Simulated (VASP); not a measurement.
Input of a VASP 6.6.1 run:

The input INCAR:

```
  PREC = Accurate
  ENCUT = 520
  EDIFF = 1E-7
  ISMEAR = 1
  SIGMA = 0.05
  LREAL = Auto
  LASPH = T
  NELM = 100
  ALGO = Normal
  ISIF = 2
  LWAVE = F
  LCHARG = F
  GGA = PS
  NBANDS = 76
```

KPOINTS

```
regular mesh
0
Gamma
  4 3 1
```

Contents of POSCAR:

```
Al3Ga2N5
1.0
    2.1888610000     -2.1888610000      0.0000000000
    0.0000000000      0.0000000000      4.3777220000
  -11.1550030000    -11.1550030000      0.0000000000
Al Ga N
6 4 10
Direct
    0.9751340000      0.0199420000      0.7994610000
    0.0404090000      0.9811790000      0.4160400000
    0.0246240000      0.9972760000      0.6022230000
    0.5151890000      0.5037490000      0.7112150000
    0.4770900000      0.5030440000      0.8999430000
    0.5037360000      0.4990830000      0.5075270000
    0.9685020000      0.0117190000      0.0064010000
    0.0150350000      0.0160120000      0.2112580000
    0.4948420000      0.5042210000      0.3189370000
    0.4741880000      0.4789640000      0.1028970000
    0.9865340000      0.2403650000      0.7046060000
    0.0082020000      0.2591140000      0.3065410000
    0.9697560000      0.2348850000      0.8980150000
    0.9972050000      0.2584660000      0.5074160000
    0.9758650000      0.2554680000      0.1008600000
    0.5365570000      0.7166770000      0.6044870000
    0.5364530000      0.7574110000      0.2129950000
    0.5231820000      0.7750410000      0.8000400000
    0.5042970000      0.7497590000      0.4123350000
    0.4937400000      0.7237080000      0.0007790000
```

Potentials or basis: VASP PAW PBE potentials, release 64 (Al, Ga_d, N).

Launch:

```console
$ cat potpaw_PBE.64/Al/POTCAR potpaw_PBE.64/Ga_d/POTCAR potpaw_PBE.64/N/POTCAR > POTCAR
$ mpirun -np 1 vasp_std > vasp.out
```

(1) Estimate the band gap on the k mesh.

(2) Estimate the largest force.

(3) Predict the pressure.

## Answers

(1) 2.06 eV.

(2) 3.785 eV/Å.

(3) 5.9 GPa.

Caveat: the k points lie up to 0.51 Å⁻¹ apart; the PAW data sets were made with another functional, which shifts forces and pressure a little.
